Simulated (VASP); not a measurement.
The system is Zn.

```xyz
1
Lattice="0.0000 2.0033 2.0033 2.0033 0.0000 2.0033 2.0033 2.0033 0.0000" Properties=species:S:1:pos:R:3 pbc="T T T"
Zn    0.0000    0.0000    0.0000
```

This isn't the form of Zn at room conditions, which is hcp.

Base run:

* Program: VASP 6.6.1
* Functional: HSE06
* Potentials or basis: VASP PAW PBE potentials, release 64 (Zn)
* Cutoff: 520 eV
* k mesh: 8 × 8 × 8
* Occupations: fermi-dirac, width 0.05 eV
* Spin: no spin polarisation

Its results: band gap on the k mesh zero (bands 6 and 7 overlap by 4.01 eV); pressure -3.1 GPa.

Problem. The run is repeated on the same cell with these changes: functional from HSE06 to PBE0. What comes out?

Solution. Band gap on the k mesh zero (bands 6 and 7 overlap by 4.54 eV); pressure -3.6 GPa.

Caveats: the cell stands under tension; the PAW data sets were made with another functional, which shifts forces and pressure a little.
